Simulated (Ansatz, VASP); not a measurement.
## Two plane-wave programs on LiF

```
Li F
1.0
     0.00000    1.99487    1.99487
     1.99487    0.00000    1.99487
     1.99487    1.99487    0.00000
Li F
1 1
Direct
  0.00000 0.00000 0.00000
  0.50000 0.50000 0.50000
```

Alike in both runs: task single point; functional PBEsol; k mesh 8 × 8 × 8; no spin polarisation.

|  | VASP | Ansatz |
| --- | --- | --- |
| version | VASP 6.6.1 | Ansatz 0.2.0 |
| potentials or method | VASP PAW PBE potentials, release 64 (Li_sv, F) | plane waves, PAW |
| plane-wave cutoff (eV) | 520 | 420 |
| occupations | gaussian, width 0.01 eV | fixed |
| valence electrons in the cell | 10 | 10 |

|  | VASP | Ansatz | Ansatz less VASP |
| --- | --- | --- | --- |
| gap on the k mesh at the Fermi level (eV) | 9.18 | 9.17 | -0.005 |

VASP's potentials were made for PBE, not for PBEsol.

Noted on VASP's run: the cutoff is short for stress, so the pressure is rough.
